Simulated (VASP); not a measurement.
Write the native input for VASP 6.6.1 that does the following.

* Task: single point
* Functional: PBEsol
* Potentials or basis: VASP PAW PBE potentials, release 64 (Mg, O)
* Cutoff: 520 eV
* k mesh: 9 × 9 × 4
* Occupations: gaussian, width 0.05 eV
* Spin: no spin polarisation
* Dipole correction: no
* Further INCAR settings: ALGO = Normal; EDIFF = 1e-06; NBANDS = 26

The structure of MgO lies in POSCAR:

```
MgO
1.0
    3.2553371795      0.0000000000      0.0000000000
   -1.6276685897      2.8192046953      0.0000000000
    0.0000000000      0.0000000000     10.4149514991
Mg O
4 4
Direct
    0.3333333333      0.6666666667      0.9695963559
    0.0000000000      0.0000000000      0.2209473890
    0.0000000000      0.0000000000      0.7209473890
    0.6666666667      0.3333333333      0.4695963559
    0.3333333333      0.6666666667      0.7799156657
   -0.1198032580      0.0000000000      0.4796105484
    0.0000000000      0.0000000000      0.0295387694
    0.6666666667      0.3333333333      0.2799156657
```

This cell differs from its parent crystal: atom 6 (O) moved by -0.390 Å along [1 0 0] and -0.520 Å along [0 0 1].

One way to write it, as run:

INCAR

```
SYSTEM = MgO
ALGO     = Normal         ! electronic algorithm
EDIFF    = 1E-6           ! SCF threshold, eV
ENCUT    = 520            ! plane-wave cutoff, eV
GGA      = PS             ! functional
ISIF     = 2              ! what is computed and relaxed
ISMEAR   = 0              ! smearing method
LASPH    = .TRUE.         ! aspherical terms in the spheres
LCHARG   = .TRUE.         ! write CHGCAR
LELF     = .TRUE.         ! ELF
LREAL    = .FALSE.        ! projectors in reciprocal space
LVHAR    = .TRUE.       
LWAVE    = .FALSE.        ! write WAVECAR
NBANDS   = 26             ! bands
NELM     = 60             ! most SCF steps
PREC     = Accurate       ! precision mode
SIGMA    = 0.05           ! smearing width, eV
```

KPOINTS

```
k-points
0
G
  9 9 4
  0 0 0
```

Potentials or basis: VASP PAW PBE potentials, release 64 (Mg, O).

Launch:

```bash
$ cat potpaw_PBE.64/Mg/POTCAR potpaw_PBE.64/O/POTCAR > POTCAR
$ mpirun -np 1 vasp_std > vasp.out
```

It gave:

- Pressure: 8.7 GPa
- Largest force: 12.172 eV/Å
- Band gap on the k mesh: 1.41 eV, direct

Caveat: the cell differs from its parent crystal (atom 6 (O) moved by -0.390 Å along [1 0 0] and -0.520 Å along [0 0 1]); the PAW data sets were made with another functional, which shifts forces and pressure a little.

Wall time 7.1 min on 1 thread of Oxide Virtual Turin-like Processor, on a shared host, peak memory 0.39 GiB.
